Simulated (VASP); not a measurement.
A run of VASP 6.6.1 is set up as follows.

Contents of INCAR:

```
SYSTEM = Si3Ge
PREC = Accurate ; ENCUT = 600
EDIFF = 1E-6 ; ISMEAR = 0
SIGMA = 0.02 ; LREAL = .False.
LASPH = .True. ; NELM = 100
ALGO = Normal ; ISIF = 3
LWAVE = .False. ; LCHARG = .False.
GGA = PE ; IBRION = 2
NSW = 100 ; EDIFFG = -0.01
```

KPOINTS

```
regular mesh
0
Gamma
  10 10 6
  0 0 0
```

File POSCAR:

```
Si3Ge
1.0
    3.9157764214      0.0000000000      0.0000000000
    0.0000000000      3.9157764214      0.0000000000
    0.0000000000      0.0000000000      5.5214464817
Si Ge
3 1
Direct
    0.0000000000      0.0000000000      0.0000000000
    0.5000000000      0.0000000000      0.7559145926
    0.0000000000      0.5000000000      0.2440854074
    0.5000000000      0.5000000000      0.5000000000
```

Potentials or basis: VASP PAW PBE potentials, release 64 (Si, Ge_d).

Command:

```console
$ cat potpaw_PBE.64/Si/POTCAR potpaw_PBE.64/Ge_d/POTCAR > POTCAR
$ mpirun -np 1 vasp_std > vasp.out
```

Q: What does it give for the band gap on the k mesh?

A: 0.38 eV, indirect (least direct gap 0.68 eV).

Q: What does it give for the space group after relaxing (to 0.05 Å)?

A: P-4m2 (No. 115).

Q: Estimate the relaxed cell.

A: a = 3.910 Å, b = 3.910 Å, c = 5.531 Å, α = 90.00°, β = 90.00°, γ = 90.00°.

Final structure:
```
CELL_PARAMETERS angstrom
3.91038 0.00000 0.00000
0.00000 3.91038 0.00000
0.00000 0.00000 5.53082
ATOMIC_POSITIONS crystal
Si 0.00000 0.00000 0.00000
Si 0.50000 0.00000 0.75585
Si 0.00000 0.50000 0.24415
Ge 0.50000 0.50000 0.50000
```

A k mesh can miss the band edges.
